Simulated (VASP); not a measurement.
A run of VASP 6.6.1 is set up as follows.

Contents of POSCAR:

```
Ni2Ge
1.0
    3.9435351344      0.0000000000      0.0000000000
   -1.9717675672      3.4152016071      0.0000000000
    0.0000000000      0.0000000000      4.9723864811
Ni Ge
4 2
Direct
    0.6666666667      0.3333333333      0.2500000000
    0.3333333333      0.6666666667      0.7500000000
    0.0000000000      0.0000000000      0.0000000000
    0.0000000000      0.0000000000      0.5000000000
    0.6666666667      0.3333333333      0.7500000000
    0.3333333333      0.6666666667      0.2500000000
```

The input INCAR.step1:

```
SYSTEM = Ni2Ge
PREC     = Accurate       ! precision mode
ENCUT    = 520            ! plane-wave cutoff, eV
ISMEAR   = 0              ! smearing method
SIGMA    = 0.1            ! smearing width, eV
LREAL    = .False.        ! projectors in reciprocal space
LASPH    = .True.         ! aspherical terms in the spheres
NELM     = 100            ! most SCF steps
NBANDS   = 43             ! bands
GGA      = PE             ! functional
ALGO     = Normal         ! electronic algorithm
EDIFF    = 1E-4           ! SCF threshold, eV
LWAVE    = .True.         ! write WAVECAR
LCHARG   = .False.        ! write CHGCAR
```

INCAR.step2

```
SYSTEM = Ni2Ge
PREC     = Accurate       ! precision mode
ENCUT    = 520            ! plane-wave cutoff, eV
EDIFF    = 1E-6           ! SCF threshold, eV
ISMEAR   = 0              ! smearing method
SIGMA    = 0.1            ! smearing width, eV
LREAL    = .False.        ! projectors in reciprocal space
LASPH    = .True.         ! aspherical terms in the spheres
NELM     = 100            ! most SCF steps
ALGO     = Normal         ! electronic algorithm
ISIF     = 2              ! what is computed and relaxed
LWAVE    = .False.        ! write WAVECAR
LCHARG   = .True.         ! write CHGCAR
METAGGA  = R2SCAN         ! meta-GGA
LMIXTAU  = .True.       
LELF     = .True.         ! ELF
LVHAR    = .True.       
NBANDS   = 43             ! bands
ISTART   = 1
```

Contents of KPOINTS:

```
regular mesh
0
Gamma
  12 12 8
  0 0 0
```

Potentials or basis: VASP PAW PBE potentials, release 64 (Ni, Ge_d).

Launch:

```console
$ cat potpaw_PBE.64/Ni/POTCAR potpaw_PBE.64/Ge_d/POTCAR > POTCAR
$ cp INCAR.step1 INCAR
$ mpirun -np 1 vasp_std > vasp.out
$ cp INCAR.step2 INCAR
$ mpirun -np 1 vasp_std > vasp.out
```

Task: Estimate the band gap on the k mesh.

Result: Zero (bands 34 and 35 overlap by 3.21 eV).

Task: What does it give for the pressure?

Result: 6.7 GPa.

Stress tensor (GPa, compression positive):
```
6.71 0.00 0.00
0.00 6.71 0.00
0.00 0.00 6.60
```

Caveat: the cell stands under pressure; the PAW data sets were made with another functional, which shifts forces and pressure a little. Spin polarisation is off, so any magnetic state and its effect on volume and gap are missing.
